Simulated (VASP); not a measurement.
C: single point with PBE+D3(BJ)

The system is C, a slab with vacuum.

```
CELL_PARAMETERS angstrom
2.46565 0.00000 0.00000
-1.23283 2.13532 0.00000
0.00000 0.00000 17.50007
ATOMIC_POSITIONS crystal
C 0.66667 0.33333 0.25714
C 0.33333 0.66667 0.25714
C 0.66667 0.33333 0.51486
C 0.33333 0.66667 0.51486
```

```
Program             : VASP 6.6.1
Task                : single point
Functional          : PBE
Dispersion          : D3(BJ)
Potentials or basis : VASP PAW PBE potentials, release 64 (C)
Cutoff              : 520 eV
k mesh              : 15 × 15 × 1
Occupations         : gaussian, width 0.1 eV
Spin                : no spin polarisation
```

```
Largest force              : 0.020 eV/Å
Band gap on the k mesh     : 0.08 eV, direct
Dispersion energy per atom : -0.100 eV
```

Forces in eV/Å, atoms in the order of the input:
```
C    0.000  0.000  0.020
C    0.000  0.000  0.020
C    0.000  0.000 -0.020
C    0.000  0.000 -0.020
```

Levels at points of the mesh, in eV from the valence-band top:
```
           k point  band 6  band 7  band 8  band 9  band 10  band 11
(0.00, 0.00, 0.00)   -3.00   -3.00   -3.00    3.17     3.82     4.39
```

Wall time 41 s on 1 thread of Intel(R) Xeon(R) Platinum 8259CL CPU @ 2.50GHz (Skylake/Cascade Lake), with other jobs on the host, peak memory 0.2 GiB.
